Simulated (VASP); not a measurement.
Set up this calculation in VASP 6.6.1, as the native input.

```yaml
Task: single point
Functional: PBE
Potentials_or_basis: VASP PAW PBE potentials, release 64 (Al, Cu)
Cutoff: 520 eV
k_mesh: 18 × 18 × 4
Occupations: gaussian, width 0.1 eV
Spin: no spin polarisation
Dipole_correction: no
Further_INCAR_settings: ALGO = Fast; EDIFF = 1e-06; NBANDS = 34
```

The structure of AlCu2 lies in POSCAR:

```
AlCu2
1.0
    2.7224965196      0.0000000000      0.0000000000
   -1.3612482598      2.3577511476      0.0000000000
    0.0000000000      0.0000000000     12.2495699660
Al Cu
2 4
Direct
    0.3333333333      0.6666666667      0.8306831060
    0.3333333333      0.6666666667      0.1693168940
    0.3333333333      0.6666666667      0.5000000000
    0.6666666667      0.3333333333      0.0000000000
    0.6666666667      0.3333333333      0.3342606434
    0.6666666667      0.3333333333      0.6657393566
```

One way to write it, as run:

INCAR

```
PREC = Accurate
ENCUT = 520
EDIFF = 1E-6
ISMEAR = 0
SIGMA = 0.1
LREAL = F
LASPH = T
NELM = 80
ALGO = Fast
ISIF = 2
LWAVE = F
LCHARG = T
GGA = PE
LELF = T
LVHAR = T
NBANDS = 34
```

KPOINTS

```
Automatic mesh
0
Gamma
  18 18 4
```

Potentials or basis: VASP PAW PBE potentials, release 64 (Al, Cu).

Run with:

```bash
$ cat potpaw_PBE.64/Al/POTCAR potpaw_PBE.64/Cu/POTCAR > POTCAR
$ mpirun -np 1 vasp_std > vasp.out
```

It gave:

```json
{"Pressure": "0.4 GPa", "Largest force": "0.009 eV/Å", "Band gap on the k mesh": "zero (bands 25 and 26 overlap by 2.79 eV)"}
```

Wall time 3.6 min on 1 thread of Intel(R) Xeon(R) Platinum 8488C (Sapphire Rapids), on a shared host, peak memory 0.35 GiB.
